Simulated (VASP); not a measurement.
Here is a VASP 6.6.1 calculation.

INCAR

```
  PREC = Accurate
  ENCUT = 520
  EDIFF = 1E-6
  ISMEAR = -1
  SIGMA = 0.05
  LREAL = F
  LASPH = T
  NELM = 80
  ALGO = Normal
  ISIF = 2
  LWAVE = F
  LCHARG = F
  GGA = PE
  IVDW = 13
  NBANDS = 20
```

Contents of KPOINTS:

```
Automatic mesh
0
Gamma
  10 10 2
```

Contents of POSCAR:

```
MoS2
1.0
    3.1544907766      0.0000000000      0.0000000000
   -1.5772453883      2.7318691486      0.0000000000
    0.0000000000      0.0000000000     17.3324379253
Mo S
1 2
Direct
    0.0000000000      0.0000000000      0.0000000000
    0.3333333333      0.6666666667      0.9096773930
    0.3333333333      0.6666666667      0.0903226070
```

Potentials or basis: VASP PAW PBE potentials, release 64 (Mo_sv, S).

Launch:

```sh
$ cat potpaw_PBE.64/Mo_sv/POTCAR potpaw_PBE.64/S/POTCAR > POTCAR
$ mpirun -np 1 vasp_std > vasp.out
```

(1) Estimate the largest force.

(2) Estimate the band gap on the k mesh.

(3) Predict the dispersion energy per atom.

## Answers

(1) 0.019 eV/Å.

(2) 1.99 eV (least direct gap 2.03 eV).

(3) -0.338 eV.
